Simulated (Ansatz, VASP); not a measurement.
# Sb: VASP beside Ansatz

The input INCAR:

```
SYSTEM = Sb
ALGO     = Normal         ! electronic algorithm
EDIFF    = 1E-8           ! SCF threshold, eV
ENCUT    = 520            ! plane-wave cutoff, eV
ISIF     = 2              ! what is computed and relaxed
ISMEAR   = -1             ! smearing method
LASPH    = .True.         ! aspherical terms in the spheres
LCHARG   = .False.        ! write CHGCAR
LEFG     = .True.       
LREAL    = .False.        ! projectors in reciprocal space
LWAVE    = .False.        ! write WAVECAR
NBANDS   = 18             ! bands
NELM     = 60             ! most SCF steps
PREC     = Accurate       ! precision mode
SIGMA    = 0.08           ! smearing width, eV
```

File KPOINTS:

```
k-points
0
Gamma
  9 9 7
  0 0 0
```

The input POSCAR:

```
Sb
1.0
    4.5277000000      0.0000000000      0.0000000000
    0.0000000000      4.4211000000      0.0000000000
   -1.3205190000      0.0000000000      6.3643480000
Sb
4
Direct
    0.6600700000      0.7500000000      0.3163300000
    0.0633620000      0.2500000000      0.2372420000
    0.9366380000      0.7500000000      0.7627580000
    0.3399300000      0.2500000000      0.6836700000
```

Input for Ansatz:

```yaml
crystal:
  lattice:
    - [4.5277, 0.0, 0.0]
    - [0.0, 4.4211, 0.0]
    - [-1.320519, 0.0, 6.364348]
  atoms:
    - { symbol: Sb, position: [0.66007, 0.75, 0.31633] }
    - { symbol: Sb, position: [0.063362, 0.25, 0.237242] }
    - { symbol: Sb, position: [0.936638, 0.75, 0.762758] }
    - { symbol: Sb, position: [0.33993, 0.25, 0.68367] }
kpoints:
  mp_grid: { grid: [9, 9, 7] }
  band_path:
    path:
      - [0.0, 0.0, 0.0]
      - [0.0, 0.5, 0.0]
      - [0.0, 0.5, 0.5]
      - [0.0, 0.0, 0.5]
      - [0.0, 0.0, 0.0]
      - [-0.5, 0.0, 0.5]
      - [-0.5, 0.5, 0.5]
      - [0.0, 0.5, 0.0]
      - [-0.5, 0.5, 0.0]
    npoints: 14
scf:
  occupations: { method: fermi_dirac, width: 0.08 }
hamiltonian:
  xc: lda
  pseudopotentials: { kind: paw }
output:
  forces: true
  stress: true
  eigenvalues: true
  efg: { contact_densities: true }
  populations: true
```

Alike in both runs: task electric field gradients; functional LDA; k mesh 9 × 9 × 7; occupations fermi-dirac, width 0.08 eV; no spin polarisation.

```csv
,VASP,Ansatz
version,VASP 6.6.1,Ansatz 0.2.0
potentials or method,"VASP PAW LDA potentials, release 64 (Sb)","PAW with Ansatz's default frozen-core files, scalar-relativistic"
plane-wave cutoff (eV),520,420
valence electrons in the cell,20,60
```

Ansatz gave:

```
gap on the k mesh at the Fermi level (eV)                     : none
pressure (GPa)                                                : -3.5
traceless stress, the component that is largest in VASP (GPa) : 0.42
rms of the force components (eV/Å)                            : 0.099
```

Problem. Which values does VASP return?

Solution. gap on the k mesh at the Fermi level (eV): none; pressure (GPa): -3.3; traceless stress, the component that is largest in VASP (GPa): 0.45; rms of the force components (eV/Å): 0.070.

LDA's correlation is that of Perdew and Zunger in VASP and of Perdew and Wang (1992) in Ansatz. Atom by atom the forces differ by 0.031 eV/Å (rms over components). A gap of «none» marks a metal or a gap that the smearing closes. VASP's potentials hold 20 valence electrons a cell and Ansatz's 60, so a difference there can come from the potentials and not from the codes.

Spin-orbit coupling is off throughout.
